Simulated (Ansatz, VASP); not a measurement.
## Two plane-wave programs on CeO2

```
Ce O
1.0
     0.00000    2.73213    2.73213
     2.73213    0.00000    2.73213
     2.73213    2.73213    0.00000
Ce O
1 2
Direct
  0.00000 0.00000 0.00000
  0.25000 0.25000 0.25000
  0.76464 0.73536 0.76464
```

Alike in both runs: task single point; functional PBE; k mesh 12 × 12 × 12; occupations gaussian, width 0.05 eV; no spin polarisation.

|  | VASP | Ansatz |
| --- | --- | --- |
| version | VASP 6.6.1 | Ansatz 0.2.0 |
| potentials or method | VASP PAW PBE potentials, release 64 (Ce, O), cutoff 520 eV | scalar-relativistic, plane waves, PAW |
| valence electrons in the cell | 24 | 24 |

Ansatz gave:

```
gap on the k mesh at the Fermi level (eV)                     : 1.87
least direct gap on the mesh (eV)                             : 1.96
pressure (GPa)                                                : 0.3
traceless stress, the component that is largest in VASP (GPa) : 0.31
rms of the force components (eV/Å)                            : 0.220
```

Question: Which values does VASP return?

Answer: gap on the k mesh at the Fermi level (eV): 1.84; least direct gap on the mesh (eV): 1.93; pressure (GPa): 0.3; traceless stress, the component that is largest in VASP (GPa): 0.34; rms of the force components (eV/Å): 0.220.

Atom by atom the forces differ by 0.002 eV/Å (rms over components).

Spin-orbit coupling is off throughout.
